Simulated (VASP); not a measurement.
# Mo (Im-3m) in VASP: a series of runs

Mo is run at these levels: LDA; tasks: single point, relaxation of cell and atoms.

Everything below comes from runs of VASP 6.6.1. Logs are shortened: lines on timing, memory, paths and dates and some standing lists are left out, and cuts for length are marked.

## Step 1: The cell of the first run

The structure is cubic, space group Im-3m (No. 229). Conventional cell: a = 3.111 Å, b = 3.111 Å, c = 3.111 Å, α = 90.00°, β = 90.00°, γ = 90.00°. Within 3.6 Å of Mo (site symmetry m-3m) lie 14 Mo at 2.69 to 3.11 Å.

## Step 2: Single point, LDA

Input file INCAR:

```
SYSTEM = Mo
PREC = Accurate
ENCUT = 520
EDIFF = 1E-7
ISMEAR = -1
SIGMA = 0.08
LREAL = .FALSE.
LASPH = .TRUE.
NELM = 80
ALGO = Normal
ISIF = 2
LWAVE = .FALSE.
LCHARG = .TRUE.
LELF = .TRUE.
LVHAR = .TRUE.
NBANDS = 13
```

Input file KPOINTS:

```
Automatic mesh
0
G
  19 19 19
  0 0 0
```

Input file POSCAR:

```
Mo
1.0
   -1.5556016689      1.5556016689      1.5556016689
    1.5556016689     -1.5556016689      1.5556016689
    1.5556016689      1.5556016689     -1.5556016689
Mo
1
Direct
    0.0000000000      0.0000000000      0.0000000000
```

Potentials or basis: VASP PAW LDA potentials, release 64 (Mo_sv).

The run is started by

```sh
$ cat potpaw_LDA.64/Mo_sv/POTCAR > POTCAR
$ mpirun -np 1 vasp_std > vasp.out
```

OUTCAR:

```text
SYSTEM = Mo
   PREC = Accurate
   ENCUT = 520
   EDIFF = 1E-7
   ISMEAR = -1
   LREAL = .FALSE.
   LASPH = .TRUE.
   NELM = 80
   ISIF = 2

 ion  position               nearest neighbor table
   1  0.000  0.000  0.000-

  LATTYP: Found a body centered cubic cell.
 ALAT       =     3.1112033378

  Lattice vectors:

 A1 = (  -1.5556016689,   1.5556016689,   1.5556016689)
 A2 = (   1.5556016689,  -1.5556016689,   1.5556016689)
 A3 = (   1.5556016689,   1.5556016689,  -1.5556016689)

Analysis of symmetry for initial positions (statically):
=====================================================================
 Subroutine PRICEL returns:
 Original cell was already a primitive cell.

 Routine SETGRP: Setting up the symmetry group for a
 body centered cubic supercell.

 Subroutine GETGRP returns: Found 48 space group operations
 (whereof 48 operations were pure point group operations)
 out of a pool of 48 trial point group operations.

The static configuration has the point symmetry O_h .

Analysis of symmetry for dynamics (positions and initial velocities):
=====================================================================
 Subroutine PRICEL returns:
 Original cell was already a primitive cell.

 Routine SETGRP: Setting up the symmetry group for a
 body centered cubic supercell.

 Subroutine GETGRP returns: Found 48 space group operations
 (whereof 48 operations were pure point group operations)
 out of a pool of 48 trial point group operations.

The dynamic configuration has the point symmetry O_h .

 Subroutine INISYM returns: Found 48 space group operations
 (whereof 48 operations are pure point group operations),
 and found     1 'primitive' translations

----------------------------------------------------------------------------------------

                                     Primitive cell

  volume of cell :      15.0576

  direct lattice vectors                    reciprocal lattice vectors
    -1.555601669  1.555601669  1.555601669     0.000000000  0.321419043  0.321419043
     1.555601669 -1.555601669  1.555601669     0.321419043  0.000000000  0.321419043
     1.555601669  1.555601669 -1.555601669     0.321419043  0.321419043  0.000000000

  length of vectors
     2.694381127  2.694381127  2.694381127     0.454555170  0.454555170  0.454555170

  position of ions in fractional coordinates (direct lattice)
     0.000000000  0.000000000  0.000000000

  ion indices of the primitive-cell ions
   primitive index   ion index
                 1           1

----------------------------------------------------------------------------------------

 KPOINTS: Automatic mesh

Automatic generation of k-mesh.
 Grid dimensions read from file:
 generate k-points for:   19   19   19

 Generating k-lattice:

  Cartesian coordinates                     Fractional coordinates (reciprocal lattice)
     0.000000000  0.016916792  0.016916792     0.052631579  0.000000000  0.000000000
     0.016916792  0.000000000  0.016916792     0.000000000  0.052631579  0.000000000
     0.016916792  0.016916792  0.000000000     0.000000000  0.000000000  0.052631579

  Length of vectors
     0.023923956  0.023923956  0.023923956

  Shift w.r.t. Gamma in fractional coordinates (k-lattice)
     0.000000000  0.000000000  0.000000000

 Subroutine IBZKPT returns following result:
 ===========================================

 Found    220 irreducible k-points:

 Following reciprocal coordinates:
            Coordinates               Weight
  0.000000  0.000000  0.000000      1.000000
  0.052632  0.000000  0.000000     12.000000
  0.105263  0.000000  0.000000     12.000000
  0.157895  0.000000  0.000000     12.000000
  0.210526  0.000000  0.000000     12.000000
  0.263158  0.000000  0.000000     12.000000
[... 16 lines left out ...]
  0.263158  0.105263  0.000000     48.000000
  0.315789  0.105263  0.000000     48.000000
 [... further k-points ...]
   k-points           NKPTS =    220   k-points in BZ     NKDIM =    220   number of bands    NBANDS=     13
   number of dos      NEDOS =    301   number of ions     NIONS =      1
   total plane-waves  NPLWV =   8000
   dimension x,y,z NGX =    20 NGY =   20 NGZ =   20
   dimension x,y,z NGXF=    40 NGYF=   40 NGZF=   40
   ions per type =               1
   NGX,Y,Z   is equivalent  to a cutoff of  12.34, 12.34, 12.34 a.u.
   NGXF,Y,Z  is equivalent  to a cutoff of  24.68, 24.68, 24.68 a.u.
 SYSTEM =  Mo
   PREC   = accura    normal or accurate (medium, high low for compatibility)
   ISTART =      0    job   : 0-new  1-cont  2-samecut
   ICHARG =      2    charge: 1-file 2-atom 10-const
   ISPIN  =      1    spin polarized calculation?
   LNONCOLLINEAR =      F non collinear calculations
   LSORBIT =      F    spin-orbit coupling
   LASPH  =      T    aspherical Exc in radial PAW
   ENCUT  =  520.0 eV  38.22 Ry    6.18 a.u.   5.01  5.01  5.01*2*pi/ulx,y,z
   NELM   =     80;   NELMIN=  2; NELMDL= -5     # of ELM steps
   EDIFF  = 0.1E-06   stopping-criterion for ELM
   LREAL  =      F    real-space projection
   EDIFFG = 0.1E-05   stopping-criterion for IOM
   NSW    =      0    number of steps for IOM
   IBRION =     -1    ionic relax: 0-MD 1-quasi-New 2-CG
   NFREE  =      0    steps in history (QN), initial steepest desc. (CG)
   ISIF   =      2    stress and relaxation
   ISYM   =      2    0-nonsym 1-usesym 2-fastsym
   POTIM  = 0.5000    time-step for ionic-motion
   TEBEG  =    0.0;   TEEND  =   0.0 temperature during run
   PSTRESS=    0.0 pullay stress
   NELECT =      14.0000    total number of electrons
   NUPDOWN=      -1.0000    fix difference up-down
   EMIN   =  10.00;   EMAX   =-10.00  energy-range for DOS
   EFERMI =   0.00;   METHOD = LEGACY
   ISMEAR =    -1;   SIGMA  =   0.08  broadening in eV -4-tet -1-fermi 0-gaus
   EFERMI_NEDOS =   21; number of points for ismear=-14 and -15
   IALGO  =     38    algorithm
   IMIX   =      4    mixing-type and parameters
     AMIX     =   0.40;   BMIX     =  1.00
     AMIX_MAG =   1.60;   BMIX_MAG =  1.00
  volume/ion in A,a.u.               =      15.06       101.61
  Fermi-wavevector in a.u.,A,eV,Ry     =   1.597837  3.019474 34.736800  2.553083
  Thomas-Fermi vector in A             =   2.695381
   LORBIT       =      0    0 simple, 1 ext, 2 COOP (PROOUT), +10 PAW based schemes
   GGA     = CA    functional components
   LHFCALC =     F    Hartree Fock is set to
   AEXX    =    0.0000 exact exchange contribution
   IVDW    =     0    specifies the selected vdW correction
   LEPSILON=     F    determine dielectric tensor
   LRPA    =     F    only Hartree local field effects (RPA)
 non-spin polarized calculation
  energy-cutoff  :      520.00
  volume of cell :       15.06
 maximum number of plane-waves:       420
   NGX =  9   NGY =  9   NGZ =  9

 number of electron      13.9999996 magnetization

 Free energy of the ion-electron system (eV)
  ---------------------------------------------------
  ext. energy  EPLUGINS =         0.00000000
  ---------------------------------------------------
  free energy    TOTEN  =       -12.13739910 eV

  energy without entropy =      -12.12423805  energy(sigma->0) =      -12.13081857

 E-fermi :  13.1002     XC(G=0): -13.8133

 val. band max:       13.0704372882   @ k =   0.3684   0.0000   0.0000
 cond. band min:      13.1375768379   @ k =  -0.4737  -0.4737   0.0526
 fundamental gap:      0.0671395497
 Fermi energy:        13.1001873861

 k-point     1 :       0.0000    0.0000    0.0000
  band No.  band energies     occupation
      1     -47.8614      2.00000
      2     -21.2089      2.00000
      3     -21.2089      2.00000
      4     -21.2089      2.00000
      5       5.7361      2.00000
      6      11.6337      2.00000
      7      11.6337      2.00000
      8      11.6337      2.00000
      9      14.7768      0.00000
     10      14.7768      0.00000
     11      27.9584      0.00000
     12      27.9584      0.00000
     13      27.9584      0.00000

 k-point     2 :       0.0526    0.0000    0.0000
  band No.  band energies     occupation
      1     -47.8531      2.00000
      2     -21.2556      2.00000
      3     -21.2232      2.00000
      4     -21.2093      2.00000
      5       5.8653      2.00000
      6      11.5596      2.00000
      7      11.6223      2.00000
      8      11.7555      2.00000
      9      14.6637      0.00000
     10      14.7782      0.00000
     11      28.0594      0.00000
     12      28.1759      0.00000
     13      28.2303      0.00000

 k-point     3 :       0.1053    0.0000    0.0000
  band No.  band energies     occupation
      1     -47.8289      2.00000
      2     -21.3896      2.00000
      3     -21.2643      2.00000
      4     -21.2104      2.00000
      5       6.2346      2.00000
      6      11.3521      2.00000
      7      11.5727      2.00000
      8      12.1163      1.99999
      9      14.4082      0.00000
     10      14.7870      0.00000
     11      28.3121      0.00000
     12      28.8115      0.00000
     13      28.9281      0.00000
[... 305 lines left out ...]
 k-point    23 :       0.2632    0.1053    0.0000
  band No.  band energies     occupation
      1     -47.6288      2.00000
      2     -22.3608      2.00000
      3     -21.5943      2.00000
      4     -21.2802      2.00000
      5       8.2670      2.00000
      6      10.0878      2.00000
      7      11.5395      2.00000
      8      14.2060      0.00000
      9      15.3852      0.00000
     10      16.2291      0.00000
     11      27.3017      0.00000
     12      28.5079      0.00000
     13      33.1275      0.00000

 k-point    24 :       0.3158    0.1053    0.0000
  band No.  band energies     occupation
      1     -47.5870      2.00000
      2     -22.5434      2.00000
      3     -21.6763      2.00000
      4     -21.2841      2.00000
      5       8.1432      2.00000
      6       9.8542      2.00000
      7      12.2873      1.99992
      8      14.5005      0.00000
      9      15.5449      0.00000
     10      17.3714      0.00000
     11      26.4119      0.00000
     12      27.3072      0.00000
     13      32.0518      0.00000

 [... further k-points ...]

------------------------ aborting loop because EDIFF is reached ----------------------------------------

  FORCE on cell =-STRESS in cart. coord.  units (eV):
  Direction    XX          YY          ZZ          XY          YZ          ZX
  --------------------------------------------------------------------------------------
  -------------------------------------------------------------------------------------
  Total        0.1117868      0.1117868      0.1117868     -0.0000000     -0.0000000      0.0000000
  in kB       11.8944929     11.8944929     11.8944929     -0.0000000     -0.0000000      0.0000000
  external PRESSURE =      11.8944929 kB  Pullay stress =       0.0000000 kB

 VOLUME and BASIS-vectors are now :
 -----------------------------------------------------------------------------
  energy-cutoff  :      520.00
  volume of cell :       15.06
      direct lattice vectors                 reciprocal lattice vectors
    -1.555601669  1.555601669  1.555601669     0.000000000  0.321419043  0.321419043
     1.555601669 -1.555601669  1.555601669     0.321419043  0.000000000  0.321419043
     1.555601669  1.555601669 -1.555601669     0.321419043  0.321419043  0.000000000

 POSITION                                       TOTAL-FORCE (eV/Angst)
 -----------------------------------------------------------------------------------
      0.00000      0.00000      0.00000        -0.000000      0.000000     -0.000000
 -----------------------------------------------------------------------------------
    total drift:                                0.000000     -0.000000     -0.000000

  FREE ENERGIE OF THE ION-ELECTRON SYSTEM (eV)
  ---------------------------------------------------
  free  energy   TOTEN  =       -12.1373991031 eV

  energy  without entropy=      -12.1242380464  energy(sigma->0) =      -12.13081857
```

It used 20 s of CPU time on 1 thread of Intel Xeon 6975P-C (shared host).

What came out:

```
Free energy            : -12.1374 eV
Pressure               : 1.2 GPa
Band gap on the k mesh : zero (band 7 reaches 17.11 eV, above the bottom of band 8 at 11.63 eV)
```

Levels at points of the mesh, in eV from the Fermi level:
```tsv
k point	band 3	band 4	band 5	band 6	band 7	band 8	band 9	band 10	band 11	band 12
(0.00, 0.00, 0.00)	-34.31	-34.31	-7.36	-1.47	-1.47	-1.47	1.68	1.68	14.86	14.86
```

## Step 3: Relaxation of cell and atoms, LDA

This run uses another cell than the first one, of 15.58 Å³/atom, 1.035 times its volume.

Input file INCAR:

```
SYSTEM = Mo
PREC = Accurate
ENCUT = 600
EDIFF = 1E-6
ISMEAR = -1
SIGMA = 0.08
LREAL = .False.
LASPH = .True.
NELM = 80
ALGO = Normal
ISIF = 3
LWAVE = .False.
LCHARG = .False.
IBRION = 2
NSW = 60
EDIFFG = -0.005
```

Input file KPOINTS:

```
regular mesh
0
Gamma
  19 19 19
  0 0 0
```

Input file POSCAR:

```
Mo
1.0
   -1.5733879534      1.5733879534      1.5733879534
    1.5733879534     -1.5733879534      1.5733879534
    1.5733879534      1.5733879534     -1.5733879534
Mo
1
Direct
    0.0000000000      0.0000000000      0.0000000000
```

Potentials or basis: VASP PAW LDA potentials, release 64 (Mo_sv).

The run is started by

```sh
$ cat potpaw_LDA.64/Mo_sv/POTCAR > POTCAR
$ mpirun -np 1 vasp_std > vasp.out
```

It took 93 s on 1 thread of Intel Xeon 6975P-C, shared host; peak memory 0.17 GiB.

The run converged. Its results:

* Free energy: -12.1380 eV
* Relaxed volume: 15.12 Å³/atom
* Relaxed cell: a = 2.698 Å, b = 2.698 Å, c = 2.698 Å, α = 109.47°, β = 109.47°, γ = 109.47°
* Space group after relaxing (to 0.05 Å): Im-3m (No. 229)
* Energy gained by relaxing: 12.2 meV/atom
* Ionic steps: 4
* Pressure after relaxing: 0.0 GPa
* Band gap on the k mesh: zero (band 7 reaches 17.02 eV, above the bottom of band 8 at 11.57 eV)

The path:
```tsv
step	energy change (eV)	largest force (eV/Å)	pressure (GPa)	volume (Å³)
1	0.0000	0.0000	-8.23	15.58
2	0.1014	0.0000	30.84	13.84
3	-0.0122	0.0000	-0.31	15.13
4	-0.0122	0.0000	-0.04	15.12
```

Final structure:
```
CELL_PARAMETERS angstrom
-1.55773 1.55773 1.55773
1.55773 -1.55773 1.55773
1.55773 1.55773 -1.55773
ATOMIC_POSITIONS crystal
Mo 0.00000 0.00000 0.00000
```

Levels at points of the mesh, in eV from the Fermi level:
```
           k point  band 5  band 6  band 7  band 8  band 9  band 10
(0.00, 0.00, 0.00)   -7.35   -1.46   -1.46   -1.46    1.67     1.67
```
